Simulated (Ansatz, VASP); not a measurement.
**Two plane-wave programs on C**

Contents of INCAR:

```
ALGO = Normal ; EDIFF = 1E-6
ENCUT = 520 ; GGA = PE
ISIF = 2 ; ISMEAR = 0
LASPH = T ; LCHARG = F
LREAL = F ; LWAVE = F
NBANDS = 11 ; NELM = 100
PREC = Accurate ; SIGMA = 0.02
```

KPOINTS

```
k-points
0
Gamma
  14 14 14
```

The input POSCAR:

```
C
1.0
    0.0000000000      2.1270000000      3.3480000000
    1.2280000000      0.0000000000      3.3480000000
    1.2280000000      2.1270000000      0.0000000000
C
2
Direct
    0.1380910079      0.8370643087      0.1874633786
    0.8333300000      0.1666700000      0.8333300000
```

Input for Ansatz:

```yaml
crystal:
  lattice:
    - [0.0, 2.127, 3.348]
    - [1.228, 0.0, 3.348]
    - [1.228, 2.127, 0.0]
  atoms:
    - { symbol: C, position: [0.1380910079, 0.8370643087, 0.1874633786] }
    - { symbol: C, position: [0.83333, 0.16667, 0.83333] }
basis:
  ecutwfc: 420
kpoints:
  mp_grid: { grid: [14, 14, 14] }
hamiltonian:
  xc: pbe
scf:
  occupations: { method: gaussian, width: 0.02 }
output:
  forces: true
  stress: true
  eigenvalues: true
```

Change from the starting cell: one atom moved.

Alike in both runs: task single point; functional PBE; k mesh 14 × 14 × 14; occupations gaussian, width 0.02 eV; no spin polarisation.

```csv
,VASP,Ansatz
version,VASP 6.6.1,Ansatz 0.2.0
potentials or method,"VASP PAW PBE potentials, release 64 (C), cutoff 520 eV","scalar-relativistic, plane waves, PAW"
valence electrons in the cell,8,8
```

```csv
,VASP,Ansatz,Ansatz less VASP
gap on the k mesh at the Fermi level (eV),0.08,0.08,+0.001
least direct gap on the mesh (eV),0.40,0.40,+0.001
pressure (GPa),5.1,4.7,-0.45
"traceless stress, the component that is largest in VASP (GPa)",3.23,3.17,-0.065
rms of the force components (eV/Å),1.308,1.309,+0.0010
```

Atom by atom the forces differ by 0.003 eV/Å (rms over components).
